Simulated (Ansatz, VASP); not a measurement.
One calculation of Ag, two programs

Contents of INCAR:

```
  PREC = Accurate
  ENCUT = 520
  EDIFF = 1E-6
  ISMEAR = 0
  SIGMA = 0.15
  LREAL = False
  LASPH = True
  NELM = 80
  ALGO = Fast
  ISIF = 2
  LWAVE = False
  LCHARG = False
  NBANDS = 12
```

Contents of KPOINTS:

```
Automatic mesh
0
Gamma
  20 20 20
```

The input POSCAR:

```
Ag
1.0
    0.0000000000      2.3111547200      2.0431000000
    2.3111547200      0.0000000000      2.0431000000
    2.3111547200      2.3111547200      0.0000000000
Ag
1
Direct
    0.0000000000      0.0000000000      0.0000000000
```

Input for Ansatz:

```yaml
crystal:
  lattice:
    - [0.0, 2.31115472, 2.0431]
    - [2.31115472, 0.0, 2.0431]
    - [2.31115472, 2.31115472, 0.0]
  atoms:
    - { symbol: Ag, position: [0.0, 0.0, 0.0] }
basis:
  ecutwfc: 420
kpoints:
  mp_grid: { grid: [20, 20, 20] }
hamiltonian:
  xc: lda
scf:
  occupations: { method: gaussian, width: 0.15 }
output:
  forces: true
  stress: true
  eigenvalues: true
```

Change from the starting cell: strain +0.1312 x Voigt [1, 1, 0, 0, 0, 0], atoms carried along.

Alike in both runs: task single point; functional LDA; k mesh 20 × 20 × 20; occupations gaussian, width 0.15 eV; no spin polarisation.

```csv
,VASP,Ansatz
version,VASP 6.6.1,Ansatz 0.2.0
potentials or method,"VASP PAW LDA potentials, release 64 (Ag), cutoff 520 eV","scalar-relativistic, plane waves, PAW"
valence electrons in the cell,11,19
```

|  | VASP | Ansatz | Ansatz less VASP |
| --- | --- | --- | --- |
| gap on the k mesh at the Fermi level (eV) | none | none | - |
| pressure (GPa) | -17.4 | -17.5 | -0.16 |
| traceless stress, the component that is largest in VASP (GPa) | 0.52 | 0.52 | 0.000 |

LDA's correlation is that of Perdew and Zunger in VASP and of Perdew and Wang (1992) in Ansatz. A gap of «none» marks a metal or a gap that the smearing closes. VASP's potentials hold 11 valence electrons a cell and Ansatz's 19, so a difference there can come from the potentials and not from the codes.
